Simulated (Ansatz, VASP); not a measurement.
One calculation of BiTe, two programs

```
CELL_PARAMETERS angstrom
4.49237 0.00000 0.00000
-2.24619 3.89051 0.00000
0.00000 0.00000 24.63610
ATOMIC_POSITIONS crystal
Bi 0.00000 0.00000 0.12674
Bi 0.00000 0.00000 0.87326
Bi 0.33333 0.66667 0.29112
Bi 0.66667 0.33333 0.70888
Bi 0.66667 0.33333 0.46623
Bi 0.33333 0.66667 0.53377
Te 0.33333 0.66667 0.05780
Te 0.66667 0.33333 0.94220
Te 0.66667 0.33333 0.20948
Te 0.33333 0.66667 0.79052
Te 0.00000 0.00000 0.36076
Te 0.00000 0.00000 0.63924
```

Alike in both runs: functional PBE; k mesh 6 × 6 × 1; occupations gaussian, width 0.1 eV; no spin polarisation.

Ansatz relaxed the structure, and its values are those at the end. VASP's run is a single point on that final structure, the one shown.

|  | VASP | Ansatz |
| --- | --- | --- |
| version | VASP 6.6.1 | Ansatz 0.2.0 |
| potentials or method | VASP PAW PBE potentials, release 64 (Bi_d, Te), cutoff 520 eV | scalar-relativistic, plane waves, PAW |
| valence electrons in the cell | 126 | 186 |

Ansatz gave:

```
gap on the k mesh at the Fermi level (eV) : 0.24
least direct gap on the mesh (eV)         : 0.27
pressure (GPa)                            : 0.0
rms of the force components (eV/Å)        : 0.010
```

Q: Which values does VASP return?

A: gap on the k mesh at the Fermi level (eV): 0.23; least direct gap on the mesh (eV): 0.26; pressure (GPa): 0.0; rms of the force components (eV/Å): 0.012.

VASP's potentials hold 126 valence electrons a cell and Ansatz's 186, so a difference there can come from the potentials and not from the codes.

Neither program's run includes spin-orbit coupling.
